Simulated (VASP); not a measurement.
## Ni: single point with LDA

The system is Ni.

```xyz
1
Lattice="0.0000 1.7584 1.7584 1.7584 0.0000 1.7584 1.7584 1.7584 0.0000" Properties=species:S:1:pos:R:3 pbc="T T T"
Ni    0.0000    0.0000    0.0000
```

* Program: VASP 6.6.1
* Task: single point
* Functional: LDA
* Potentials or basis: VASP PAW LDA potentials, release 64 (Ni)
* Cutoff: 520 eV
* k mesh: 12 × 12 × 12
* Occupations: gaussian, width 0.1 eV
* Spin: collinear spin, ferromagnetic start
* Starting moments: [1.94] μB
* Fixed moment: 1.94 μB

```yaml
Pressure: 7.8 GPa
Net_moment: 1.94 μB per cell
Site_moments: Ni +1.82 μB
Valence_electrons_inside_the_program's_atomic_spheres: Ni 9.26
```

Wall time 30 s on 1 thread of Intel Xeon 8259CL, with other jobs on the host, peak memory 0.13 GiB.

Caveat: the cell stands under pressure; the total moment is fixed, so each spin has its own Fermi level.
